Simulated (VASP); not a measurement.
# Cu64H (a cell with a defect) in VASP: further runs

Cu64H (a cell with a defect) is run at these levels: PBE; tasks: single point.

All numbers are computed with VASP 6.6.1; they aren't measurements. Logs are shortened: lines on timing, memory, paths and dates and some standing lists are left out, and cuts for length are marked.

**1. The cell of the first run**

The cell holds a defect, 65 atoms: a = 10.268 Å, b = 10.268 Å, c = 10.268 Å, α = 60.00°, β = 60.00°, γ = 60.00°.

**2. Single point, PBE**

INCAR

```
SYSTEM = Cu64H
  ALGO = Normal
  EDIFF = 1E-6
  ENCUT = 520
  GGA = PE
  ISIF = 2
  ISMEAR = 1
  LASPH = .True.
  LCHARG = .True.
  LELF = .True.
  LREAL = Auto
  LUSENCCL = .False.
  LVHAR = .True.
  LWAVE = .False.
  NBANDS = 390
  NELM = 60
  PREC = Accurate
  SIGMA = 0.1
```

KPOINTS

```
k-points
0
Gamma
  2 2 2
  0 0 0
```

POSCAR

```
Cu64H
1.0
    0.0000000000      7.2607001300      7.2607001300
    7.2607001300      0.0000000000      7.2607001300
    7.2607001300      7.2607001300      0.0000000000
Cu H
64 1
Direct
   -0.0000096409      0.0001068767     -0.0000268569
    0.0000408363      0.0001624499      0.2503357070
   -0.0000322972      0.0001500544      0.5000464742
   -0.0000944124      0.0001691986      0.7503552553
   -0.0029267839      0.2475045750      0.0028926274
   -0.0007084028      0.2498064192      0.2517704171
    0.0000064043      0.2503560907      0.5000033654
   -0.0007429724      0.2496912787      0.7495549193
   -0.0028883578      0.5029977047      0.0027997989
   -0.0000576391      0.5001044576      0.2503682107
    0.0000168028      0.5001301438      0.4999628046
   -0.0028584709      0.5029335236      0.7473801979
    0.0000395967      0.7503672377      0.0000281653
   -0.0001670638      0.7503157963      0.2501714666
   -0.0000137039      0.7504763180      0.5000678220
   -0.0007875962      0.7519900839      0.7496471969
    0.2503739953     -0.0014718278      0.0007990276
    0.2495697340      0.0002289035      0.2503136016
    0.2498270783      0.0003970003      0.5001965974
    0.2496374272      0.0001061192      0.7504440897
    0.2526059426      0.2475368722      0.0027597890
    0.2496641464      0.2505559336      0.2502186384
    0.2495941807      0.2504854170      0.5001118949
    0.2525339798      0.2476081463      0.7475000210
    0.2503090566      0.5008441245      0.0007524068
    0.2496852876      0.5001399225      0.2503247576
    0.2504202718      0.5009733820      0.4983294221
    0.2526233651      0.5030237353      0.7472959085
    0.2496852187      0.7503906514      0.0001028138
    0.2496565025      0.7504010498      0.2503447281
    0.2496235855      0.7505619159      0.5000304289
    0.2495497635      0.7504770755      0.7504011876
    0.4999835326      0.0001921991     -0.0000521300
    0.4995078209      0.0005544231      0.2499591592
    0.4996436205      0.0005709504      0.5004640648
    0.4999108123      0.0001803545      0.7503737109
    0.4999740982      0.2505038037     -0.0000457256
    0.4997573836      0.2503442461      0.2502129915
    0.4999333308      0.2505806558      0.5000116979
    0.5016979678      0.2497003688      0.7494773786
    0.4998732126      0.5001437100      0.0001061192
    0.5000689927      0.5002096127      0.2501944671
    0.5000051558      0.5001603750      0.4999400106
    0.4998842997      0.5001187124      0.7504133076
    0.5000061199      0.7504730126     -0.0000123266
    0.4997121400      0.7503379705      0.2501727061
    0.4995584358      0.7500404785      0.5004660618
    0.4997820369      0.7502427318      0.7502416299
    0.7498009700      0.0001955734      0.0002068671
    0.7500895785      0.0006084124      0.2499252782
    0.7498370546      0.0003732422      0.5002492783
    0.7497078660      0.0001110086      0.7503040895
    0.7496539456      0.2504344578     -0.0000453813
    0.7496619338      0.2504566319      0.2503385992
    0.7497767987      0.2505268731      0.4999201778
    0.7496693022      0.2503787469      0.7503535337
    0.7481476170      0.5007747786      0.0006968336
    0.7496903057      0.5001729083      0.2502532080
    0.7497871972      0.5002222837      0.5003000998
    0.7496343882      0.5000665824      0.7504103464
    0.7496358344      0.7503828698      0.0000508215
    0.7500242955      0.7500252596      0.2500039208
    0.7501167109      0.7500452301      0.5004723284
    0.7496684070      0.7504011187      0.7503958850
    0.1248767314      0.3756340919      0.8748556456
```

Potentials or basis: VASP PAW PBE potentials, release 64 (Cu, H).

Launch:

```console
$ cat potpaw_PBE.64/Cu/POTCAR potpaw_PBE.64/H/POTCAR > POTCAR
$ mpirun -np 1 vasp_std > vasp.out
```

OUTCAR:

```text
SYSTEM = Cu64H
   EDIFF = 1E-6
   ENCUT = 520
   GGA = PE
   ISIF = 2
   ISMEAR = 1
   LASPH = .True.
   LREAL = Auto
   NELM = 60
   PREC = Accurate

 ion  position               nearest neighbor table
   1  1.000  0.000  1.000-   5 2.54  20 2.56   4 2.56  13 2.56  29 2.56  50 2.57  14 2.57   8 2.57
                            17 2.57  49 2.57  53 2.57   2 2.57
   2  0.000  0.000  0.250-   5 2.54  18 2.56   3 2.56  30 2.56  15 2.56  50 2.57  17 2.57   6 2.57
                            14 2.57  51 2.57  54 2.57   1 2.57
   3  1.000  0.000  0.500-  16 2.56   6 2.56  31 2.56  15 2.56  18 2.56   2 2.56  51 2.57  19 2.57
                             7 2.57  52 2.57  55 2.57   4 2.57
   4  1.000  0.000  0.750-   8 2.55  16 2.56   1 2.56  32 2.56  13 2.56  20 2.56  49 2.57  19 2.57
                            56 2.57  52 2.57   7 2.57   3 2.57
   5  0.997  0.248  0.003-   2 2.54   1 2.54  53 2.54  54 2.54  57 2.58  17 2.58   6 2.58   8 2.58
                            24 2.62   9 2.62  12 2.62  21 2.62
   6  0.999  0.250  0.252-  55 2.56   7 2.56   3 2.56  10 2.57  18 2.57  22 2.57  58 2.57   2 2.57
                            54 2.57   9 2.58   5 2.58  21 2.58
   7  0.000  0.250  0.500-   8 2.56   6 2.56  10 2.56  23 2.56  22 2.56  11 2.56  19 2.57  59 2.57
                            55 2.57   3 2.57   4 2.57  56 2.57
   8  0.999  0.250  0.750-   4 2.55   7 2.56  56 2.56  23 2.57  20 2.57  60 2.57  53 2.57   1 2.57
                            11 2.57  12 2.58   5 2.58  24 2.58
   9  0.997  0.503  0.003-  61 2.54  58 2.54  13 2.54  10 2.54  16 2.58   6 2.58  25 2.58  57 2.58
[... 96 lines left out ...]
                            61 2.57   5 2.58   9 2.58  12 2.58
  58  0.750  0.500  0.250-   9 2.54  42 2.56  55 2.56  43 2.56  54 2.56  62 2.57   6 2.57  57 2.57
                            46 2.57  59 2.57  61 2.57  10 2.57
  59  0.750  0.500  0.500-  55 2.57  56 2.57  60 2.57  43 2.57  44 2.57  11 2.57  47 2.57   7 2.57
                            10 2.57  62 2.57  63 2.57  58 2.57
  60  0.750  0.500  0.750-  12 2.54  53 2.56  56 2.56  44 2.56  41 2.56  57 2.57  59 2.57  63 2.57
                             8 2.57  48 2.57  64 2.57  11 2.57
  61  0.750  0.750  0.000-   9 2.54  45 2.56  64 2.56  33 2.56  52 2.56  62 2.57  49 2.57  16 2.57
                            46 2.57  57 2.57  58 2.57  13 2.57
  62  0.750  0.750  0.250-  58 2.57  10 2.57  61 2.57  49 2.57  13 2.57  14 2.57  59 2.57  46 2.57
                            47 2.57  34 2.57  63 2.57  50 2.57
  63  0.750  0.750  0.500-  64 2.57  15 2.57  11 2.57  60 2.57  14 2.57  48 2.57  59 2.57  51 2.57
                            35 2.57  62 2.57  50 2.57  47 2.57
  64  0.750  0.750  0.750-  12 2.54  45 2.56  61 2.56  52 2.56  36 2.56  63 2.57  57 2.57  16 2.57
                            48 2.57  51 2.57  15 2.57  60 2.57
  65  0.125  0.376  0.875-

  LATTYP: Found a face centered cubic cell.
 ALAT       =    14.5214002600

  Lattice vectors:

 A1 = (   0.0000000000,   7.2607001300,   7.2607001300)
 A2 = (   7.2607001300,   0.0000000000,   7.2607001300)
 A3 = (   7.2607001300,   7.2607001300,   0.0000000000)

Analysis of symmetry for initial positions (statically):
=====================================================================
 Subroutine PRICEL returns:
 Original cell was already a primitive cell.

 Routine SETGRP: Setting up the symmetry group for a
 face centered cubic supercell.

 Subroutine GETGRP returns: Found  1 space group operations
 (whereof  1 operations were pure point group operations)
 out of a pool of 48 trial point group operations.

The static configuration has the point symmetry C_1 .

Analysis of symmetry for dynamics (positions and initial velocities):
=====================================================================
 Subroutine PRICEL returns:
 Original cell was already a primitive cell.

 Routine SETGRP: Setting up the symmetry group for a
 face centered cubic supercell.

 Subroutine GETGRP returns: Found  1 space group operations
 (whereof  1 operations were pure point group operations)
 out of a pool of 48 trial point group operations.

The dynamic configuration has the point symmetry C_1 .

 Subroutine INISYM returns: Found  1 space group operations
 (whereof  1 operations are pure point group operations),
 and found     1 'primitive' translations

----------------------------------------------------------------------------------------

                                     Primitive cell

[... 172 lines left out ...]
            Coordinates               Weight
  0.000000  0.000000  0.000000      1.000000
  0.500000  0.000000  0.000000      1.000000
  0.000000  0.500000  0.000000      1.000000
  0.000000  0.000000  0.500000      1.000000
  0.500000  0.500000  0.500000      1.000000
  0.500000  0.500000  0.000000      1.000000
  0.000000  0.500000  0.500000      1.000000
  0.500000  0.000000  0.500000      1.000000
   k-points           NKPTS =      8   k-points in BZ     NKDIM =      8   number of bands    NBANDS=    390
   number of dos      NEDOS =    301   number of ions     NIONS =     65
   total plane-waves  NPLWV = 512000
   dimension x,y,z NGX =    80 NGY =   80 NGZ =   80
   dimension x,y,z NGXF=   160 NGYF=  160 NGZF=  160
   ions per type =              64   1
   NGX,Y,Z   is equivalent  to a cutoff of  12.95, 12.95, 12.95 a.u.
   NGXF,Y,Z  is equivalent  to a cutoff of  25.90, 25.90, 25.90 a.u.
 SYSTEM =  Cu64H
   PREC   = accura    normal or accurate (medium, high low for compatibility)
   ISTART =      0    job   : 0-new  1-cont  2-samecut
   ICHARG =      2    charge: 1-file 2-atom 10-const
   ISPIN  =      1    spin polarized calculation?
   LNONCOLLINEAR =      F non collinear calculations
   LSORBIT =      F    spin-orbit coupling
   LASPH  =      T    aspherical Exc in radial PAW
   ENCUT  =  520.0 eV  38.22 Ry    6.18 a.u.  19.09 19.09 19.09*2*pi/ulx,y,z
   NELM   =     60;   NELMIN=  2; NELMDL= -5     # of ELM steps
   EDIFF  = 0.1E-05   stopping-criterion for ELM
   LREAL  =      T    real-space projection
   EDIFFG = 0.1E-04   stopping-criterion for IOM
   NSW    =      0    number of steps for IOM
   IBRION =     -1    ionic relax: 0-MD 1-quasi-New 2-CG
   NFREE  =      0    steps in history (QN), initial steepest desc. (CG)
   ISIF   =      2    stress and relaxation
   ISYM   =      2    0-nonsym 1-usesym 2-fastsym
   POTIM  = 0.5000    time-step for ionic-motion
   TEBEG  =    0.0;   TEEND  =   0.0 temperature during run
   PSTRESS=    0.0 pullay stress
   NELECT =     705.0000    total number of electrons
   NUPDOWN=      -1.0000    fix difference up-down
   EMIN   =  10.00;   EMAX   =-10.00  energy-range for DOS
   EFERMI =   0.00;   METHOD = LEGACY
   ISMEAR =     1;   SIGMA  =   0.10  broadening in eV -4-tet -1-fermi 0-gaus
   EFERMI_NEDOS =   21; number of points for ismear=-14 and -15
   IALGO  =     38    algorithm
   IMIX   =      4    mixing-type and parameters
     AMIX     =   0.40;   BMIX     =  1.00
     AMIX_MAG =   1.60;   BMIX_MAG =  1.00
  volume/ion in A,a.u.               =      11.78        79.48
  Fermi-wavevector in a.u.,A,eV,Ry     =   1.592756  3.009873 34.516254  2.536873
  Thomas-Fermi vector in A             =   2.691092
   LORBIT       =      0    0 simple, 1 ext, 2 COOP (PROOUT), +10 PAW based schemes
   GGA     = PE    functional components
   LHFCALC =     F    Hartree Fock is set to
   AEXX    =    0.0000 exact exchange contribution
   IVDW    =     0    specifies the selected vdW correction
   LEPSILON=     F    determine dielectric tensor
   LRPA    =     F    only Hartree local field effects (RPA)
 non-spin polarized calculation
 Methfessel and Paxton  Order N= 1 SIGMA  =   0.10
  energy-cutoff  :      520.00
  volume of cell :      765.54
 maximum number of plane-waves:     20678
 NGX is ok and might be reduce to    80
   NGX = 39   NGY = 39   NGZ = 39

 number of electron     704.9999838 magnetization

 Free energy of the ion-electron system (eV)
  ---------------------------------------------------
  ext. energy  EPLUGINS =         0.00000000
  ---------------------------------------------------
  free energy    TOTEN  =      -239.77797675 eV

  energy without entropy =     -239.77577828  energy(sigma->0) =     -239.77724393

 E-fermi :   7.3654     XC(G=0): -12.6653

 val. band max:        7.3115895136   @ k =   0.0000   0.0000   0.5000
 cond. band min:       7.4775545202   @ k =   0.0000   0.0000   0.5000
 fundamental gap:      0.1659650066
 Fermi energy:         7.3653991111

 k-point     1 :       0.0000    0.0000    0.0000
  band No.  band energies     occupation
      1      -2.1352      2.00000
      2      -1.1617      2.00000
      3       0.2896      2.00000
      4       0.2896      2.00000
      5       0.2897      2.00000
      6       0.2935      2.00000
[... 2925 lines left out ...]
    363       9.5142      0.00000
    364       9.5456      0.00000
 [bands above 364 left out]

------------------------ aborting loop because EDIFF is reached ----------------------------------------

  FORCE on cell =-STRESS in cart. coord.  units (eV):
  Direction    XX          YY          ZZ          XY          YZ          ZX
  --------------------------------------------------------------------------------------
  -------------------------------------------------------------------------------------
  Total        8.8449864      8.8491964      8.8468733      0.0002725      0.0008793     -0.0009478
  in kB       18.5115275     18.5203384     18.5154765      0.0005704      0.0018402     -0.0019837
  external PRESSURE =      18.5157808 kB  Pullay stress =       0.0000000 kB

 VOLUME and BASIS-vectors are now :
 -----------------------------------------------------------------------------
  energy-cutoff  :      520.00
  volume of cell :      765.54
      direct lattice vectors                 reciprocal lattice vectors
     0.000000000  7.260700130  7.260700130    -0.068863882  0.068863882  0.068863882
     7.260700130  0.000000000  7.260700130     0.068863882 -0.068863882  0.068863882
     7.260700130  7.260700130  0.000000000     0.068863882  0.068863882 -0.068863882

 POSITION                                       TOTAL-FORCE (eV/Angst)
 -----------------------------------------------------------------------------------
      7.26128     14.52114      7.26141         0.001041      0.001333      0.000223
      1.81879      1.81791      0.00148        -0.000367     -0.000899     -0.001671
      3.63178     10.89115      7.26156         0.002395      0.000377      0.001696
      5.44933     12.70812      7.26124        -0.002715     -0.000807     -0.000005
      1.81806      7.26045      9.03651         0.000309      0.000039     -0.004258
      3.64180      9.08359      9.06933         0.000522      0.001471     -0.002904
[... 57 lines left out ...]
     10.89684     10.89152     10.89156         0.000489     -0.000211      0.000676
      9.07943      7.25876      3.63406        -0.000779      0.002996     -0.005420
 -----------------------------------------------------------------------------------
    total drift:                               -0.007621     -0.000020     -0.001693

  FREE ENERGIE OF THE ION-ELECTRON SYSTEM (eV)
  ---------------------------------------------------
  free  energy   TOTEN  =      -239.7779767517 eV

  energy  without entropy=     -239.7757782761  energy(sigma->0) =     -239.77724393
```

Run time: 11 min. Hardware: 1 × NVIDIA H100 80GB with 1 thread of AMD EPYC 7R13 (Zen 3), shared host; peak memory 2.8 GiB.

What came out:

| Item | Value |
| --- | --- |
| Free energy | -239.7780 eV |
| Pressure | 1.9 GPa |
| Largest force | 0.012 eV/Å |
| Band gap on the k mesh | zero (an odd number of electrons rules out a gap without spin polarisation) |

Forces in eV/Å, atoms in the order of the input:
```
Cu   0.001  0.001  0.000
Cu   0.000 -0.001 -0.002
Cu   0.002  0.000  0.002
Cu  -0.003 -0.001  0.000
Cu   0.000  0.000 -0.004
Cu   0.001  0.001 -0.003
Cu   0.003 -0.001  0.000
Cu   0.001  0.000 -0.001
Cu   0.010  0.001  0.000
Cu  -0.001  0.000  0.001
Cu   0.001  0.001 -0.002
Cu   0.003 -0.010  0.001
Cu   0.001 -0.002 -0.001
Cu   0.000  0.000 -0.001
Cu  -0.001  0.000  0.001
Cu   0.000 -0.001  0.002
Cu   0.000  0.000  0.001
Cu  -0.001  0.002  0.000
Cu  -0.002  0.000 -0.002
Cu   0.000 -0.002  0.000
Cu   0.004  0.008  0.001
Cu   0.001  0.001 -0.003
Cu  -0.002 -0.001  0.002
Cu  -0.012 -0.002  0.000
Cu   0.001  0.002  0.003
Cu   0.000 -0.001  0.001
Cu   0.000  0.001 -0.001
Cu   0.004  0.001  0.008
Cu  -0.001  0.000  0.000
Cu  -0.001  0.000  0.003
Cu  -0.002 -0.001 -0.002
Cu  -0.001  0.001  0.001
Cu  -0.001  0.000 -0.002
Cu   0.000 -0.002  0.002
Cu   0.002 -0.002 -0.002
Cu  -0.001  0.002  0.001
Cu   0.000  0.000 -0.001
Cu  -0.002  0.001  0.000
Cu  -0.001  0.001  0.000
Cu   0.003 -0.001 -0.001
Cu  -0.001  0.000  0.002
Cu   0.001 -0.002 -0.004
Cu   0.001  0.001 -0.001
Cu  -0.002  0.001  0.001
Cu   0.000  0.000 -0.005
Cu   0.000  0.002  0.003
Cu   0.001  0.000 -0.003
Cu   0.000  0.000  0.002
Cu   0.002  0.001  0.002
Cu  -0.001  0.000  0.000
Cu  -0.003 -0.002 -0.002
Cu   0.001  0.000  0.002
Cu   0.002  0.001  0.000
Cu   0.001  0.000  0.002
Cu   0.000  0.002 -0.004
Cu  -0.003 -0.001  0.002
Cu   0.003 -0.001  0.000
Cu  -0.001  0.001 -0.002
Cu  -0.001 -0.002  0.003
Cu  -0.001 -0.001  0.001
Cu  -0.001 -0.001  0.002
Cu  -0.003  0.000  0.001
Cu   0.000  0.001 -0.002
Cu   0.000  0.000  0.001
H   -0.001  0.003 -0.005
```

Levels at points of the mesh, in eV from the Fermi level:
```csv
k point,band 349,band 350,band 351,band 352,band 353,band 354,band 355,band 356,band 357,band 358
"(0.00, 0.00, 0.00)",-0.21,-0.21,-0.21,0.61,0.94,0.94,0.95,1.01,1.01,1.01
"(0.50, 0.00, 0.00)",-0.06,-0.06,-0.06,-0.06,-0.05,-0.05,0.11,0.21,0.22,0.22
"(0.00, 0.50, 0.00)",-0.06,-0.06,-0.06,-0.06,-0.05,-0.05,0.11,0.21,0.22,0.22
"(0.00, 0.00, 0.50)",-0.06,-0.06,-0.06,-0.06,-0.05,-0.05,0.11,0.21,0.22,0.22
"(0.50, 0.50, 0.50)",-0.06,-0.06,-0.06,-0.06,-0.05,-0.05,0.11,0.21,0.22,0.22
"(0.50, 0.50, 0.00)",-0.34,-0.33,-0.33,-0.33,0.23,0.27,0.27,0.30,0.31,0.31
"(0.00, 0.50, 0.50)",-0.34,-0.33,-0.33,-0.33,0.23,0.27,0.27,0.30,0.31,0.31
"(0.50, 0.00, 0.50)",-0.34,-0.33,-0.33,-0.33,0.23,0.27,0.27,0.30,0.31,0.31
```

Caveat: the k points lie up to 0.37 Å⁻¹ apart, too coarse for converged energies and pressures of a metal.

(Part 1 of 2 ends here.)

The gap in the log of VASP goes by the Fermi energy; the results here count the filled bands.